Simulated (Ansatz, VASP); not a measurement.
TiAl3: VASP beside Ansatz

POSCAR

```
TiAl3
1.0
    2.8396770000      0.0000000000      0.0000000000
    0.0000000000      4.6812640000      0.0000000000
    0.0000000000      0.0000000000      4.9007420000
Ti Al
1 3
Direct
    0.0000000000      0.5000000000      0.1659160000
    0.5000000000      0.5000000000      0.6672710000
    0.5000000000      0.0000000000      0.3309120000
    0.0000000000      0.0000000000      0.8359000000
```

The input INCAR.step1:

```
SYSTEM = TiAl3
  PREC = Accurate
  ENCUT = 520
  ISMEAR = -5
  SIGMA = 0.1
  LREAL = .FALSE.
  LASPH = .TRUE.
  NELM = 80
  NBANDS = 18
  GGA = PE
  ALGO = Normal
  EDIFF = 1E-4
  LWAVE = .TRUE.
  LCHARG = .FALSE.
```

Contents of INCAR.step2:

```
SYSTEM = TiAl3
  PREC = Accurate
  ENCUT = 520
  EDIFF = 1E-6
  ISMEAR = -5
  SIGMA = 0.1
  LREAL = .FALSE.
  LASPH = .TRUE.
  NELM = 80
  ALGO = Normal
  ISIF = 2
  LWAVE = .FALSE.
  LCHARG = .FALSE.
  METAGGA = R2SCAN
  LMIXTAU = .TRUE.
  NBANDS = 18
  ISTART = 1
```

The input KPOINTS:

```
Automatic mesh
0
G
  14 10 10
  0 0 0
```

Input for Ansatz:

```yaml
crystal:
  lattice:
    - [2.839677, 0.0, 0.0]
    - [0.0, 4.681264, 0.0]
    - [0.0, 0.0, 4.900742]
  atoms:
    - { symbol: Ti, position: [0.0, 0.5, 0.165916] }
    - { symbol: Al, position: [0.5, 0.5, 0.667271] }
    - { symbol: Al, position: [0.5, 0.0, 0.330912] }
    - { symbol: Al, position: [0.0, 0.0, 0.8359] }
basis:
  ecutwfc: 500
kpoints:
  mp_grid: { grid: [14, 10, 10] }
hamiltonian:
  xc: r2scan
scf:
  occupations: { method: tetrahedron }
output:
  forces: true
  stress: true
  eigenvalues: true
```

Alike in both runs: task single point; functional r2SCAN; k mesh 14 × 10 × 10; occupations tetrahedron; no spin polarisation.

|  | VASP | Ansatz |
| --- | --- | --- |
| version | VASP 6.6.1 | Ansatz 0.2.0 |
| potentials or method | VASP PAW PBE potentials, release 64 (Ti_sv, Al), cutoff 520 eV | scalar-relativistic, plane waves, PAW |
| valence electrons in the cell | 21 | 21 |

```tsv
	VASP	Ansatz	Ansatz less VASP
gap on the k mesh at the Fermi level (eV)	none	none	-
pressure (GPa)	-2.3	-2.2	+0.09
traceless stress, the component that is largest in VASP (GPa)	-1.20	-1.19	+0.010
rms of the force components (eV/Å)	0.020	0.016	-0.0044
```

VASP's potentials were made for PBE, not for r2SCAN. Atom by atom the forces differ by 0.005 eV/Å (rms over components). A gap of «none» marks a metal or a gap that the smearing closes. Ansatz's warnings: band table not solved further, tetrahedron derivatives may miss energy slope.
